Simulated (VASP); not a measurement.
# TiAl3 (sol) (Pmm2) in VASP: a series of runs

The runs below take TiAl3 (sol) through single point, relaxation of cell and atoms, with PBEsol.

All numbers are computed with VASP 6.6.1; they aren't measurements. Logs are shortened: lines on timing, memory, paths and dates and some standing lists are left out, and cuts for length are marked.

### Step 1. The cell of the first run

The structure is orthorhombic, space group Pmm2 (No. 25). Conventional cell: a = 2.781 Å, b = 4.671 Å, c = 4.893 Å, α = 90.00°, β = 90.00°, γ = 90.00°. Within 3.7 Å of Ti (site symmetry mm2) lie 2 Ti at 2.78 Å and 10 Al at 2.81 to 2.84 Å. Within 3.7 Å of Al (site symmetry mm2) lie 8 Al at 2.78 to 2.85 Å and 4 Ti at 2.81 to 2.82 Å. Within 3.7 Å of Al (site symmetry mm2) lie 8 Al at 2.78 to 2.84 Å and 4 Ti at 2.84 Å. Within 3.7 Å of Al (site symmetry mm2) lie 10 Al at 2.78 to 2.85 Å and 2 Ti at 2.82 Å.

### Step 2. Single point, PBEsol

INCAR

```
PREC = Accurate
ENCUT = 520
EDIFF = 1E-6
ISMEAR = 0
SIGMA = 0.1
LREAL = False
LASPH = True
NELM = 100
ALGO = Fast
ISIF = 2
LWAVE = False
LCHARG = False
GGA = PS
NBANDS = 18
```

KPOINTS

```
regular mesh
0
Gamma
  14 10 10
```

POSCAR

```
TiAl3
1.0
    2.7813903745      0.0000000000      0.0000000000
    0.0000000000      4.6707687000      0.0000000000
    0.0000000000      0.0000000000      4.8925418305
Ti Al
1 3
Direct
    0.0000000000      0.5000000000      0.1631808442
    0.5000000000      0.5000000000      0.6640624776
    0.5000000000      0.0000000000      0.3330837317
    0.0000000000      0.0000000000      0.8396719464
```

Potentials or basis: VASP PAW PBE potentials, release 64 (Ti_sv, Al).

Launch:

```
cat potpaw_PBE.64/Ti_sv/POTCAR potpaw_PBE.64/Al/POTCAR > POTCAR
mpirun -np 1 vasp_std > vasp.out
```

OUTCAR:

```text
PREC = Accurate
   ENCUT = 520
   EDIFF = 1E-6
   ISMEAR = 0
   LREAL = False
   LASPH = True
   NELM = 100
   ISIF = 2
   GGA = PS

 ion  position               nearest neighbor table
   1  0.000  0.500  0.163-   2 2.81   2 2.81   2 2.82   2 2.82   4 2.82   4 2.82   3 2.84   3 2.84
                             3 2.84   3 2.84
   2  0.500  0.500  0.664-   1 2.81   1 2.81   1 2.82   1 2.82   3 2.84   3 2.84   4 2.85   4 2.85
                             4 2.85   4 2.85
   3  0.500  0.000  0.333-   4 2.79   4 2.79   2 2.84   2 2.84   4 2.84   4 2.84   1 2.84   1 2.84
                             1 2.84   1 2.84
   4  0.000  0.000  0.840-   3 2.79   3 2.79   1 2.82   1 2.82   3 2.84   3 2.84   2 2.85   2 2.85
                             2 2.85   2 2.85

  LATTYP: Found a simple orthorhombic cell.
 ALAT       =     2.7813903745
 B/A-ratio  =     1.6792927533
 C/A-ratio  =     1.7590273826

  Lattice vectors:

 A1 = (   2.7813903745,   0.0000000000,   0.0000000000)
 A2 = (   0.0000000000,   4.6707687000,   0.0000000000)
 A3 = (   0.0000000000,   0.0000000000,   4.8925418305)

Analysis of symmetry for initial positions (statically):
=====================================================================
 Subroutine PRICEL returns:
 Original cell was already a primitive cell.

 Routine SETGRP: Setting up the symmetry group for a
 simple orthorhombic supercell.

 Subroutine GETGRP returns: Found  4 space group operations
 (whereof  4 operations were pure point group operations)
 out of a pool of  8 trial point group operations.

The static configuration has the point symmetry C_2v.

Analysis of symmetry for dynamics (positions and initial velocities):
=====================================================================
 Subroutine PRICEL returns:
 Original cell was already a primitive cell.

 Routine SETGRP: Setting up the symmetry group for a
 simple orthorhombic supercell.

 Subroutine GETGRP returns: Found  4 space group operations
 (whereof  4 operations were pure point group operations)
 out of a pool of  8 trial point group operations.

The dynamic configuration has the point symmetry C_2v.

 Subroutine INISYM returns: Found  4 space group operations
 (whereof  4 operations are pure point group operations),
 and found     1 'primitive' translations

----------------------------------------------------------------------------------------

                                     Primitive cell

  volume of cell :      63.5601

  direct lattice vectors                    reciprocal lattice vectors
     2.781390374  0.000000000  0.000000000     0.359532416  0.000000000  0.000000000
     0.000000000  4.670768700  0.000000000     0.000000000  0.214097521  0.000000000
     0.000000000  0.000000000  4.892541830     0.000000000  0.000000000  0.204392734

  length of vectors
     2.781390374  4.670768700  4.892541830     0.359532416  0.214097521  0.204392734

  position of ions in fractional coordinates (direct lattice)
     0.000000000  0.500000000  0.163180844
     0.500000000  0.500000000  0.664062478
     0.500000000  0.000000000  0.333083732
     0.000000000  0.000000000  0.839671946

  ion indices of the primitive-cell ions
   primitive index   ion index
                 1           1
                 2           2
                 3           3
                 4           4

----------------------------------------------------------------------------------------

 KPOINTS: regular mesh

Automatic generation of k-mesh.
 Grid dimensions read from file:
 generate k-points for:   14   10   10

 Generating k-lattice:

  Cartesian coordinates                     Fractional coordinates (reciprocal lattice)
     0.025680887  0.000000000  0.000000000     0.071428571  0.000000000  0.000000000
     0.000000000  0.021409752  0.000000000     0.000000000  0.100000000  0.000000000
     0.000000000  0.000000000  0.020439273     0.000000000  0.000000000  0.100000000

  Length of vectors
     0.025680887  0.021409752  0.020439273

  Shift w.r.t. Gamma in fractional coordinates (k-lattice)
     0.000000000  0.000000000  0.000000000

 Subroutine IBZKPT returns following result:
 ===========================================

 Found    288 irreducible k-points:

 Following reciprocal coordinates:
            Coordinates               Weight
  0.000000  0.000000  0.000000      1.000000
  0.071429  0.000000  0.000000      2.000000
  0.142857  0.000000  0.000000      2.000000
  0.214286  0.000000  0.000000      2.000000
  0.285714  0.000000  0.000000      2.000000
  0.357143  0.000000  0.000000      2.000000
[... 16 lines left out ...]
  0.428571  0.200000  0.000000      4.000000
  0.500000  0.200000  0.000000      2.000000
 [... further k-points ...]
   k-points           NKPTS =    288   k-points in BZ     NKDIM =    288   number of bands    NBANDS=     18
   number of dos      NEDOS =    301   number of ions     NIONS =      4
   total plane-waves  NPLWV =  31104
   dimension x,y,z NGX =    24 NGY =   36 NGZ =   36
   dimension x,y,z NGXF=    48 NGYF=   72 NGZF=   72
   ions per type =               1   3
   NGX,Y,Z   is equivalent  to a cutoff of  14.34, 12.81, 12.23 a.u.
   NGXF,Y,Z  is equivalent  to a cutoff of  28.69, 25.63, 24.47 a.u.
 SYSTEM =  unknown system
   PREC   = accura    normal or accurate (medium, high low for compatibility)
   ISTART =      0    job   : 0-new  1-cont  2-samecut
   ICHARG =      2    charge: 1-file 2-atom 10-const
   ISPIN  =      1    spin polarized calculation?
   LNONCOLLINEAR =      F non collinear calculations
   LSORBIT =      F    spin-orbit coupling
   LASPH  =      T    aspherical Exc in radial PAW
   ENCUT  =  520.0 eV  38.22 Ry    6.18 a.u.   5.17  8.68  9.10*2*pi/ulx,y,z
   NELM   =    100;   NELMIN=  2; NELMDL= -5     # of ELM steps
   EDIFF  = 0.1E-05   stopping-criterion for ELM
   LREAL  =      F    real-space projection
   EDIFFG = 0.1E-04   stopping-criterion for IOM
   NSW    =      0    number of steps for IOM
   IBRION =     -1    ionic relax: 0-MD 1-quasi-New 2-CG
   NFREE  =      0    steps in history (QN), initial steepest desc. (CG)
   ISIF   =      2    stress and relaxation
   ISYM   =      2    0-nonsym 1-usesym 2-fastsym
   POTIM  = 0.5000    time-step for ionic-motion
   TEBEG  =    0.0;   TEEND  =   0.0 temperature during run
   PSTRESS=    0.0 pullay stress
   NELECT =      21.0000    total number of electrons
   NUPDOWN=      -1.0000    fix difference up-down
   EMIN   =  10.00;   EMAX   =-10.00  energy-range for DOS
   EFERMI =   0.00;   METHOD = LEGACY
   ISMEAR =     0;   SIGMA  =   0.10  broadening in eV -4-tet -1-fermi 0-gaus
   EFERMI_NEDOS =   21; number of points for ismear=-14 and -15
   IALGO  =     68    algorithm
   IMIX   =      4    mixing-type and parameters
     AMIX     =   0.40;   BMIX     =  1.00
     AMIX_MAG =   1.60;   BMIX_MAG =  1.00
  volume/ion in A,a.u.               =      15.89       107.23
  Fermi-wavevector in a.u.,A,eV,Ry     =   1.131756  2.138710 17.427330  1.280873
  Thomas-Fermi vector in A             =   2.268456
   LORBIT       =      0    0 simple, 1 ext, 2 COOP (PROOUT), +10 PAW based schemes
   GGA     = PS    functional components
   LHFCALC =     F    Hartree Fock is set to
   AEXX    =    0.0000 exact exchange contribution
   IVDW    =     0    specifies the selected vdW correction
   LEPSILON=     F    determine dielectric tensor
   LRPA    =     F    only Hartree local field effects (RPA)
 non-spin polarized calculation
 RMM-DIIS sequential band-by-band and
 Gauss-broadening in eV      SIGMA  =   0.10
  energy-cutoff  :      520.00
  volume of cell :       63.56
 maximum number of plane-waves:      1733
 NGX is ok and might be reduce to    24
   NGX = 11   NGY = 17   NGZ = 19

 number of electron      21.0000000 magnetization

 Free energy of the ion-electron system (eV)
  ---------------------------------------------------
  ext. energy  EPLUGINS =         0.00000000
  ---------------------------------------------------
  free energy    TOTEN  =       -21.60072886 eV

  energy without entropy =      -21.58811955  energy(sigma->0) =      -21.59442420

 E-fermi :   8.2159     XC(G=0): -10.8113

 val. band max:        8.2147455871   @ k =   0.1429   0.2000   0.3000
 cond. band min:       8.2210481157   @ k =   0.2143   0.3000   0.3000
 fundamental gap:      0.0063025286
 Fermi energy:         8.2159069942

 k-point     1 :       0.0000    0.0000    0.0000
  band No.  band energies     occupation
      1     -47.9781      2.00000
      2     -24.4098      2.00000
      3     -24.4094      2.00000
      4     -23.9952      2.00000
      5      -2.0262      2.00000
      6       3.0266      2.00000
[... 10 lines left out ...]
     17      14.2837      0.00000
     18      14.6253      0.00000

 k-point     2 :       0.0714    0.0000    0.0000
  band No.  band energies     occupation
      1     -47.9747      2.00000
      2     -24.4066      2.00000
      3     -24.4061      2.00000
      4     -24.0225      2.00000
      5      -1.9268      2.00000
      6       3.1160      2.00000
[... 10 lines left out ...]
     17      14.1257      0.00000
     18      14.5481      0.00000

 k-point     3 :       0.1429    0.0000    0.0000
  band No.  band energies     occupation
      1     -47.9652      2.00000
      2     -24.3976      2.00000
      3     -24.3969      2.00000
      4     -24.0985      2.00000
      5      -1.6297      2.00000
      6       3.3825      2.00000
[... 10 lines left out ...]
     17      12.7401      0.00000
     18      14.3145      0.00000

 k-point     4 :       0.2143    0.0000    0.0000
  band No.  band energies     occupation
      1     -47.9514      2.00000
      2     -24.3846      2.00000
      3     -24.3836      2.00000
      4     -24.2073      2.00000
      5      -1.1385      2.00000
      6       3.8198      2.00000
[... 375 lines left out ...]
      4     -24.3554      2.00000
      5       0.6444      2.00000
      6       4.2639      2.00000
[... 10 lines left out ...]
     17      12.2001      0.00000
     18      12.8444      0.00000

 k-point    23 :       0.4286    0.2000    0.0000
  band No.  band energies     occupation
      1     -47.9126      2.00000
      2     -24.5048      2.00000
      3     -24.3487      2.00000
      4     -24.3461      2.00000
      5       1.6677      2.00000
      6       4.1497      2.00000
[... 10 lines left out ...]
     17      12.2686      0.00000
     18      12.4783      0.00000

 k-point    24 :       0.5000    0.2000    0.0000
  band No.  band energies     occupation
      1     -47.9091      2.00000
      2     -24.5306      2.00000
      3     -24.3454      2.00000
      4     -24.3428      2.00000
      5       2.7851      2.00000
      6       2.9161      2.00000
[... 10 lines left out ...]
     17      12.3844      0.00000
     18      12.7237      0.00000

 [... further k-points ...]

------------------------ aborting loop because EDIFF is reached ----------------------------------------

  FORCE on cell =-STRESS in cart. coord.  units (eV):
  Direction    XX          YY          ZZ          XY          YZ          ZX
  --------------------------------------------------------------------------------------
  -------------------------------------------------------------------------------------
  Total        0.0189281      0.0264218      0.0294235      0.0000000      0.0000000      0.0000000
  in kB        0.4771267      0.6660206      0.7416855      0.0000000      0.0000000      0.0000000
  external PRESSURE =       0.6282776 kB  Pullay stress =       0.0000000 kB

 VOLUME and BASIS-vectors are now :
 -----------------------------------------------------------------------------
  energy-cutoff  :      520.00
  volume of cell :       63.56
      direct lattice vectors                 reciprocal lattice vectors
     2.781390374  0.000000000  0.000000000     0.359532416  0.000000000  0.000000000
     0.000000000  4.670768700  0.000000000     0.000000000  0.214097521  0.000000000
     0.000000000  0.000000000  4.892541830     0.000000000  0.000000000  0.204392734

 POSITION                                       TOTAL-FORCE (eV/Angst)
 -----------------------------------------------------------------------------------
      0.00000      2.33538      0.79837         0.000000      0.000000      0.000667
      1.39070      2.33538      3.24895         0.000000      0.000000      0.000799
      1.39070      0.00000      1.62963         0.000000      0.000000      0.001027
      0.00000      0.00000      4.10813         0.000000      0.000000     -0.002493
 -----------------------------------------------------------------------------------
    total drift:                               -0.000000      0.000000     -0.000074

  FREE ENERGIE OF THE ION-ELECTRON SYSTEM (eV)
  ---------------------------------------------------
  free  energy   TOTEN  =       -21.6007288571 eV

  energy  without entropy=      -21.5881195500  energy(sigma->0) =      -21.59442420
```

Wall time 8 min (1 thread of Intel Xeon Platinum 8375C at 2.90GHz (Ice Lake), shared host); peak memory 0.41 GiB.

Results:

* Free energy: -21.6007 eV
* Pressure: 0.1 GPa

Forces in eV/Å, atoms in the order of the input:
```
Ti   0.000  0.000  0.001
Al   0.000  0.000  0.001
Al   0.000  0.000  0.001
Al   0.000  0.000 -0.002
```

Caveat: the PAW data sets were made with another functional, which shifts forces and pressure a little.

### Step 3. Relaxation of cell and atoms, PBEsol

This run uses another cell than the first one, of 16.29 Å³/atom, 1.025 times its volume.

INCAR

```
SYSTEM = TiAl3
PREC = Accurate
ENCUT = 600
EDIFF = 1E-6
ISMEAR = 0
SIGMA = 0.1
LREAL = .FALSE.
LASPH = .TRUE.
NELM = 80
ALGO = Fast
ISIF = 3
LWAVE = .FALSE.
LCHARG = .FALSE.
GGA = PS
IBRION = 2
NSW = 100
EDIFFG = -0.002
```

KPOINTS

```
regular mesh
0
G
  14 10 10
  0 0 0
```

POSCAR

```
TiAl3
1.0
    2.8396770000      0.0000000000      0.0000000000
    0.0000000000      4.6812640000      0.0000000000
    0.0000000000      0.0000000000      4.9007420000
Ti Al
1 3
Direct
    0.0000000000      0.5000000000      0.1659160000
    0.5000000000      0.5000000000      0.6672710000
    0.5000000000      0.0000000000      0.3309120000
    0.0000000000      0.0000000000      0.8359000000
```

Potentials or basis: VASP PAW PBE potentials, release 64 (Ti_sv, Al).

Launch:

```
cat potpaw_PBE.64/Ti_sv/POTCAR potpaw_PBE.64/Al/POTCAR > POTCAR
mpirun -np 1 vasp_std > vasp.out
```

It took 61 min on 1 thread of Intel Xeon Platinum 8259CL at 2.50GHz (Skylake/Cascade Lake), shared host; peak memory 0.48 GiB.

Results (log left out):

```
Free energy                            : -21.6014 eV
Relaxed volume                         : 15.90 Å³/atom
Relaxed cell                           : a = 2.782 Å, b = 4.672 Å, c = 4.894 Å, α = 90.00°, β = 90.00°, γ = 90.00°
Space group after relaxing (to 0.05 Å) : Pmm2 (No. 25)
Energy gained by relaxing              : 4.5 meV/atom
Ionic steps                            : 17
Pressure after relaxing                : 0.0 GPa
```

Step by step:
```tsv
step	energy change (eV)	largest force (eV/Å)	pressure (GPa)	volume (Å³)
1	0.0000	0.0473	-2.37	65.15
2	-0.0133	0.0519	1.16	62.90
3	-0.0150	0.0439	0.30	63.45
4	-0.0150	0.0433	0.21	63.49
5	-0.0166	0.0481	0.06	63.57
6	-0.0170	0.0526	-0.03	63.63
7	-0.0173	0.0378	-0.01	63.62
8	-0.0176	0.0254	0.02	63.60
9	-0.0176	0.0258	0.10	63.56
10	-0.0177	0.0251	0.07	63.58
11	-0.0179	0.0086	-0.07	63.68
12	-0.0179	0.0089	-0.03	63.68
13	-0.0179	0.0027	-0.04	63.63
14	-0.0179	0.0038	-0.02	63.62
15	-0.0179	0.0017	0.05	63.57
16	-0.0179	0.0031	0.01	63.61
17	-0.0179	0.0016	0.00	63.61
```

Final structure:
```cif
data_structure
_symmetry_space_group_name_H-M 'P 1'
_symmetry_Int_Tables_number 1
_cell_length_a 2.7822
_cell_length_b 4.6719
_cell_length_c 4.8937
_cell_angle_alpha 90.000
_cell_angle_beta 90.000
_cell_angle_gamma 90.000
_cell_volume 63.61
loop_
_atom_site_label
_atom_site_type_symbol
_atom_site_fract_x
_atom_site_fract_y
_atom_site_fract_z
_atom_site_occupancy
Ti1 Ti 0.00000 0.50000 0.16321 1
Al1 Al 0.50000 0.50000 0.66409 1
Al2 Al 0.50000 0.00000 0.33309 1
Al3 Al 0.00000 0.00000 0.83960 1
```

Levels at points of the mesh, in eV from the Fermi level:
```tsv
k point	band 8	band 9	band 10	band 11	band 12	band 13	band 14
(0.00, 0.00, 0.00)	-3.57	-2.70	-0.85	-0.43	2.52	2.59	2.67
(0.50, 0.00, 0.00)	-1.94	-1.74	0.45	0.66	0.81	1.44	1.65
(0.00, 0.50, 0.00)	-3.23	-2.05	-1.55	-0.19	2.45	2.53	2.70
(0.50, 0.50, 0.00)	-3.18	-1.70	-0.47	-0.25	0.83	1.17	1.38
(0.00, 0.00, 0.50)	-2.32	-2.17	-1.12	-0.33	2.30	2.43	2.60
(0.50, 0.00, 0.50)	-3.36	-1.33	-0.13	-0.12	0.61	1.28	1.99
(0.00, 0.50, 0.50)	-4.85	-0.21	-0.07	0.73	2.45	2.47	3.61
(0.50, 0.50, 0.50)	-3.21	-2.75	-2.68	-0.64	-0.18	1.09	2.15
```

Caveat: the PAW data sets were made with another functional, which shifts forces and pressure a little.
